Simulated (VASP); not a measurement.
# Mo (Im-3m) in VASP: a series of runs

Runs on Mo. Level: PBEsol. Tasks: single point.

Everything below comes from runs of VASP 6.6.1. Logs are shortened: lines on timing, memory, paths and dates and some standing lists are left out, and cuts for length are marked.

### 1 The cell of the first run

Symmetry: Im-3m, No. 229, cubic system. Conventional cell: a = 3.142 Å, b = 3.142 Å, c = 3.142 Å, α = 90.00°, β = 90.00°, γ = 90.00°. Mo (site symmetry m-3m) has 14 Mo at 2.72 to 3.14 Å within 3.6 Å.

### 2 Single point, PBEsol

File INCAR:

```
SYSTEM = Mo
ALGO = Normal
EDIFF = 1E-6
ENCUT = 520
GGA = PS
ISIF = 2
ISMEAR = 0
LASPH = .True.
LCHARG = .False.
LREAL = .False.
LWAVE = .False.
NBANDS = 21
NELM = 60
PREC = Accurate
SIGMA = 0.15
```

File KPOINTS:

```
k-points
0
Gamma
  16 16 16
  0 0 0
```

File POSCAR:

```
Mo
1.0
    0.0000000000     -3.1420000000      0.0000000000
   -3.1420000000      0.0000000000      0.0000000000
    0.0000000000      0.0000000000     -3.1420000000
Mo
2
Direct
    0.5000000000      0.5000000000      0.5000000000
    0.0000000000      0.0000000000      0.0000000000
```

Potentials or basis: VASP PAW PBE potentials, release 64 (Mo_sv).

On the command line:

```bash
$ cat potpaw_PBE.64/Mo_sv/POTCAR > POTCAR
$ mpirun -np 1 vasp_std > vasp.out
```

OUTCAR:

```text
SYSTEM = Mo
   EDIFF = 1E-6
   ENCUT = 520
   GGA = PS
   ISIF = 2
   ISMEAR = 0
   LASPH = .True.
   LREAL = .False.
   NELM = 60
   PREC = Accurate

 ion  position               nearest neighbor table
   1  0.500  0.500  0.500-   2 2.72   2 2.72   2 2.72   2 2.72   2 2.72   2 2.72   2 2.72   2 2.72

   2  0.000  0.000  0.000-   1 2.72   1 2.72   1 2.72   1 2.72   1 2.72   1 2.72   1 2.72   1 2.72

  LATTYP: Found a simple cubic cell.
 ALAT       =     3.1420000000

  Lattice vectors:

 A1 = (   0.0000000000,  -3.1420000000,   0.0000000000)
 A2 = (  -3.1420000000,   0.0000000000,   0.0000000000)
 A3 = (   0.0000000000,   0.0000000000,  -3.1420000000)

Analysis of symmetry for initial positions (statically):
=====================================================================
 Subroutine PRICEL returns following result:

  LATTYP: Found a body centered cubic cell.
 ALAT       =     3.1420000000

  Lattice vectors:

 A1 = (  -1.5710000000,  -1.5710000000,   1.5710000000)
 A2 = (  -1.5710000000,   1.5710000000,  -1.5710000000)
 A3 = (   1.5710000000,  -1.5710000000,  -1.5710000000)

   2 primitive cells build up your supercell.

 Routine SETGRP: Setting up the symmetry group for a
 simple cubic supercell.

 Subroutine GETGRP returns: Found 48 space group operations
 (whereof 48 operations were pure point group operations)
 out of a pool of 48 trial point group operations.

The static configuration has the point symmetry O_h .

Analysis of symmetry for dynamics (positions and initial velocities):
=====================================================================
 Subroutine PRICEL returns following result:

  LATTYP: Found a body centered cubic cell.
 ALAT       =     3.1420000000

  Lattice vectors:

 A1 = (  -1.5710000000,  -1.5710000000,   1.5710000000)
 A2 = (  -1.5710000000,   1.5710000000,  -1.5710000000)
 A3 = (   1.5710000000,  -1.5710000000,  -1.5710000000)

   2 primitive cells build up your supercell.

 Routine SETGRP: Setting up the symmetry group for a
 simple cubic supercell.

 Subroutine GETGRP returns: Found 48 space group operations
 (whereof 48 operations were pure point group operations)
 out of a pool of 48 trial point group operations.

The dynamic configuration has the point symmetry O_h .

 Subroutine INISYM returns: Found 48 space group operations
 (whereof 48 operations are pure point group operations),
 and found     2 'primitive' translations

----------------------------------------------------------------------------------------

                                     Primitive cell

  volume of cell :      15.5092

  direct lattice vectors                    reciprocal lattice vectors
    -1.571000000 -1.571000000  1.571000000    -0.318268619 -0.318268619  0.000000000
    -1.571000000  1.571000000 -1.571000000    -0.318268619  0.000000000 -0.318268619
     1.571000000 -1.571000000 -1.571000000     0.000000000 -0.318268619 -0.318268619

  length of vectors
     2.721051819  2.721051819  2.721051819     0.450099797  0.450099797  0.450099797

  position of ions in fractional coordinates (direct lattice)
     1.000000000  1.000000000  1.000000000

  ion indices of the primitive-cell ions
   primitive index   ion index
                 1           1

----------------------------------------------------------------------------------------

 KPOINTS: k-points

Automatic generation of k-mesh.
 Grid dimensions read from file:
 generate k-points for:   16   16   16

 Generating k-lattice:

  Cartesian coordinates                     Fractional coordinates (reciprocal lattice)
     0.000000000 -0.019891789  0.000000000     0.062500000  0.000000000  0.000000000
    -0.019891789  0.000000000  0.000000000     0.000000000  0.062500000  0.000000000
     0.000000000  0.000000000 -0.019891789     0.000000000  0.000000000  0.062500000

  Length of vectors
     0.019891789  0.019891789  0.019891789

  Shift w.r.t. Gamma in fractional coordinates (k-lattice)
     0.000000000  0.000000000  0.000000000

 Subroutine IBZKPT returns following result:
 ===========================================

 Found    165 irreducible k-points:

 Following reciprocal coordinates:
            Coordinates               Weight
  0.000000  0.000000  0.000000      1.000000
  0.062500  0.000000  0.000000      6.000000
  0.125000  0.000000  0.000000      6.000000
  0.187500  0.000000  0.000000      6.000000
  0.250000  0.000000  0.000000      6.000000
  0.312500  0.000000  0.000000      6.000000
[... 16 lines left out ...]
  0.437500  0.125000  0.000000     24.000000
  0.500000  0.125000  0.000000     12.000000
 [... further k-points ...]
   k-points           NKPTS =    165   k-points in BZ     NKDIM =    165   number of bands    NBANDS=     21
   number of dos      NEDOS =    301   number of ions     NIONS =      2
   total plane-waves  NPLWV =  13824
   dimension x,y,z NGX =    24 NGY =   24 NGZ =   24
   dimension x,y,z NGXF=    48 NGYF=   48 NGZF=   48
   ions per type =               2
   NGX,Y,Z   is equivalent  to a cutoff of  12.70, 12.70, 12.70 a.u.
   NGXF,Y,Z  is equivalent  to a cutoff of  25.40, 25.40, 25.40 a.u.
 SYSTEM =  Mo
   PREC   = accura    normal or accurate (medium, high low for compatibility)
   ISTART =      0    job   : 0-new  1-cont  2-samecut
   ICHARG =      2    charge: 1-file 2-atom 10-const
   ISPIN  =      1    spin polarized calculation?
   LNONCOLLINEAR =      F non collinear calculations
   LSORBIT =      F    spin-orbit coupling
   LASPH  =      T    aspherical Exc in radial PAW
   ENCUT  =  520.0 eV  38.22 Ry    6.18 a.u.   5.84  5.84  5.84*2*pi/ulx,y,z
   NELM   =     60;   NELMIN=  2; NELMDL= -5     # of ELM steps
   EDIFF  = 0.1E-05   stopping-criterion for ELM
   LREAL  =      F    real-space projection
   EDIFFG = 0.1E-04   stopping-criterion for IOM
   NSW    =      0    number of steps for IOM
   IBRION =     -1    ionic relax: 0-MD 1-quasi-New 2-CG
   NFREE  =      0    steps in history (QN), initial steepest desc. (CG)
   ISIF   =      2    stress and relaxation
   ISYM   =      2    0-nonsym 1-usesym 2-fastsym
   POTIM  = 0.5000    time-step for ionic-motion
   TEBEG  =    0.0;   TEEND  =   0.0 temperature during run
   PSTRESS=    0.0 pullay stress
   NELECT =      28.0000    total number of electrons
   NUPDOWN=      -1.0000    fix difference up-down
   EMIN   =  10.00;   EMAX   =-10.00  energy-range for DOS
   EFERMI =   0.00;   METHOD = LEGACY
   ISMEAR =     0;   SIGMA  =   0.15  broadening in eV -4-tet -1-fermi 0-gaus
   EFERMI_NEDOS =   21; number of points for ismear=-14 and -15
   IALGO  =     38    algorithm
   IMIX   =      4    mixing-type and parameters
     AMIX     =   0.40;   BMIX     =  1.00
     AMIX_MAG =   1.60;   BMIX_MAG =  1.00
  volume/ion in A,a.u.               =      15.51       104.66
  Fermi-wavevector in a.u.,A,eV,Ry     =   1.582176  2.989878 34.059184  2.503279
  Thomas-Fermi vector in A             =   2.682139
   LORBIT       =      0    0 simple, 1 ext, 2 COOP (PROOUT), +10 PAW based schemes
   GGA     = PS    functional components
   LHFCALC =     F    Hartree Fock is set to
   AEXX    =    0.0000 exact exchange contribution
   IVDW    =     0    specifies the selected vdW correction
   LEPSILON=     F    determine dielectric tensor
   LRPA    =     F    only Hartree local field effects (RPA)
 non-spin polarized calculation
 Gauss-broadening in eV      SIGMA  =   0.15
  energy-cutoff  :      520.00
  volume of cell :       31.02
 maximum number of plane-waves:       861
 NGX is ok and might be reduce to    24

 number of electron      28.0000001 magnetization

 Free energy of the ion-electron system (eV)
  ---------------------------------------------------
  ext. energy  EPLUGINS =         0.00000000
  ---------------------------------------------------
  free energy    TOTEN  =       -23.55961697 eV

  energy without entropy =      -23.54521004  energy(sigma->0) =      -23.55241351

 E-fermi :  12.5988     XC(G=0): -13.5730

 val. band max:       12.5860857975   @ k =   0.3750   0.3750   0.0000
 cond. band min:      12.6030417115   @ k =   0.4375   0.1250   0.0000
 fundamental gap:      0.0169559140
 Fermi energy:        12.5988264504

 k-point     1 :       0.0000    0.0000    0.0000
  band No.  band energies     occupation
      1     -48.6019      2.00000
      2     -48.1332      2.00000
      3     -22.8658      2.00000
      4     -22.8658      2.00000
      5     -22.8658      2.00000
      6     -21.8706      2.00000
[... 13 lines left out ...]
     20      21.6736      0.00000
     21      21.6736      0.00000

 k-point     2 :       0.0625    0.0000    0.0000
  band No.  band energies     occupation
      1     -48.5967      2.00000
      2     -48.1370      2.00000
      3     -22.8667      2.00000
      4     -22.8559      2.00000
      5     -22.8559      2.00000
      6     -21.8914      2.00000
[... 13 lines left out ...]
     20      21.4272      0.00000
     21      22.0356      0.00000

 k-point     3 :       0.1250    0.0000    0.0000
  band No.  band energies     occupation
      1     -48.5815      2.00000
      2     -48.1483      2.00000
      3     -22.8682      2.00000
      4     -22.8268      2.00000
      5     -22.8268      2.00000
      6     -21.9516      2.00000
[... 13 lines left out ...]
     20      20.7726      0.00000
     21      22.9550      0.00000

 k-point     4 :       0.1875    0.0000    0.0000
  band No.  band energies     occupation
      1     -48.5570      2.00000
      2     -48.1669      2.00000
      3     -22.8667      2.00000
      4     -22.7796      2.00000
      5     -22.7796      2.00000
      6     -22.0448      2.00000
[... 13 lines left out ...]
     20      19.8822      0.00000
     21      24.1881      0.00000

 k-point     5 :       0.2500    0.0000    0.0000
  band No.  band energies     occupation
      1     -48.5245      2.00000
      2     -48.1925      2.00000
      3     -22.8575      2.00000
      4     -22.7163      2.00000
      5     -22.7163      2.00000
      6     -22.1613      2.00000
[... 13 lines left out ...]
     20      18.9098      0.00000
     21      25.5956      0.00000
[... 382 lines left out ...]
     20      18.6206      0.00000
     21      25.6072      0.00000

 k-point    22 :       0.3750    0.1250    0.0000
  band No.  band energies     occupation
      1     -48.4319      2.00000
      2     -48.2656      2.00000
      3     -22.9448      2.00000
      4     -22.6050      2.00000
      5     -22.5336      2.00000
      6     -22.4030      2.00000
[... 13 lines left out ...]
     20      17.6244      0.00000
     21      26.4886      0.00000

 k-point    23 :       0.4375    0.1250    0.0000
  band No.  band energies     occupation
      1     -48.3891      2.00000
      2     -48.3043      2.00000
      3     -22.8951      2.00000
      4     -22.7223      2.00000
      5     -22.4459      2.00000
      6     -22.3090      2.00000
[... 13 lines left out ...]
     20      16.7755      0.00000
     21      26.8610      0.00000

 k-point    24 :       0.5000    0.1250    0.0000
  band No.  band energies     occupation
      1     -48.3460      2.00000
      2     -48.3460      2.00000
      3     -22.8204      2.00000
      4     -22.8204      2.00000
      5     -22.3555      2.00000
      6     -22.3555      2.00000
[... 13 lines left out ...]
     20      16.1236      0.00000
     21      27.0272      0.00000

 [... further k-points ...]
[... 5 lines left out ...]
  --------------------------------------------------------------------------------------
  -------------------------------------------------------------------------------------
  Total       -0.5223274     -0.5223274     -0.5223274      0.0000000     -0.0000000      0.0000000
  in kB      -26.9795588    -26.9795588    -26.9795588      0.0000000     -0.0000000      0.0000000
  external PRESSURE =     -26.9795588 kB  Pullay stress =       0.0000000 kB

 VOLUME and BASIS-vectors are now :
 -----------------------------------------------------------------------------
  energy-cutoff  :      520.00
  volume of cell :       31.02
      direct lattice vectors                 reciprocal lattice vectors
     0.000000000 -3.142000000  0.000000000     0.000000000 -0.318268619  0.000000000
    -3.142000000  0.000000000  0.000000000    -0.318268619  0.000000000  0.000000000
     0.000000000  0.000000000 -3.142000000     0.000000000  0.000000000 -0.318268619

 POSITION                                       TOTAL-FORCE (eV/Angst)
 -----------------------------------------------------------------------------------
     -1.57100     -1.57100     -1.57100         0.000000      0.000000      0.000000
      0.00000      0.00000      0.00000        -0.000000     -0.000000     -0.000000
 -----------------------------------------------------------------------------------
    total drift:                               -0.000000     -0.000000      0.000000

  FREE ENERGIE OF THE ION-ELECTRON SYSTEM (eV)
  ---------------------------------------------------
  free  energy   TOTEN  =       -23.5596169748 eV

  energy  without entropy=      -23.5452100373  energy(sigma->0) =      -23.55241351
```

It took 32 s on 1 thread of Intel Xeon Platinum 8488C (Sapphire Rapids), shared host; peak memory 0.19 GiB.

What came out:

```yaml
Free_energy: -23.5596 eV
Pressure: -2.7 GPa
Band_gap_on_the_k_mesh: zero (bands 14 and 15 overlap by 2.26 eV)
```

Levels at points of the mesh, in eV from the Fermi level:
```
           k point  band 10  band 11  band 12  band 13  band 14  band 15  band 16  band 17  band 18  band 19
(0.00, 0.00, 0.00)    -5.54    -5.54    -1.39    -1.39    -1.39     1.66     1.66     4.05     4.05     4.05
(0.50, 0.00, 0.00)    -3.80    -2.74    -2.74    -0.64    -0.64    -0.64    -0.64     0.88     0.88     3.45
(0.50, 0.50, 0.00)    -5.41    -3.46    -3.46     1.63     1.63     1.69     1.69     2.33     2.33     4.83
(0.50, 0.50, 0.50)    -2.65    -2.65    -2.65    -2.65    -2.65     2.46     2.46     2.46     2.46     9.59
```

Caveat: the PAW data sets were made with another functional, which shifts forces and pressure a little.

### 3 Single point, PBEsol

This run uses another cell than the first one: it holds 4 atoms, not 2.

File INCAR:

```
ALGO = Fast
EDIFF = 1E-7
ENCUT = 520
GGA = PS
ISIF = 2
ISMEAR = 0
LASPH = T
LCHARG = F
LREAL = F
LUSENCCL = F
LWAVE = F
NBANDS = 36
NELM = 60
PREC = Accurate
SIGMA = 0.15
```

File KPOINTS:

```
k-points
0
Gamma
  18 18 6
```

File POSCAR:

```
Mo
1.0
   -1.5710000000      1.5710000000     -1.5710000000
   -1.5710000000     -1.5710000000      1.5710000000
    0.0000000000      6.2840000000      6.2840000000
Mo
4
Direct
    0.0000000000      0.0000000000      0.0000000000
    0.5000000000      0.5000000000      0.2500000000
    0.0000000000      0.0000000000      0.5000000000
    0.5000000000      0.5000000000      0.7500000000
```

Potentials or basis: VASP PAW PBE potentials, release 64 (Mo_sv).

On the command line:

```bash
$ cat potpaw_PBE.64/Mo_sv/POTCAR > POTCAR
$ mpirun -np 1 vasp_std > vasp.out
```

It took 31 min on 1 × NVIDIA H100 80GB with 1 thread of Intel Xeon Platinum 8481C at 2.70GHz (Sapphire Rapids), shared host; peak memory 1.6 GiB.

Results (log left out):

```yaml
Free_energy: -47.1180 eV
Pressure: -2.7 GPa
Band_gap_on_the_k_mesh: zero (bands 28 and 29 overlap by 2.93 eV)
```

Levels at points of the mesh, in eV from the Fermi level:
```tsv
k point	band 24	band 25	band 26	band 27	band 28	band 29	band 30	band 31	band 32	band 33
(0.00, 0.00, 0.00)	-1.60	-1.60	-1.39	-1.39	-1.39	1.06	1.06	1.12	1.12	1.62
(0.50, 0.00, 0.00)	-3.02	-1.75	-1.75	1.30	1.30	1.62	1.62	1.69	1.69	2.32
(0.50, 0.50, 0.00)	-3.40	-0.80	-0.80	0.29	0.29	1.62	1.69	2.32	4.04	4.04
(0.00, 0.00, 0.50)	-1.76	-1.49	-1.49	-0.74	-0.74	-0.02	-0.02	1.21	1.21	1.64
(0.50, 0.00, 0.50)	-3.26	-0.25	-0.25	-0.25	-0.25	1.53	1.53	1.53	1.53	2.70
(0.50, 0.50, 0.50)	-2.77	-1.00	-1.00	0.72	0.72	2.02	2.02	2.36	2.36	4.15
```

Caveat: the PAW data sets were made with another functional, which shifts forces and pressure a little.
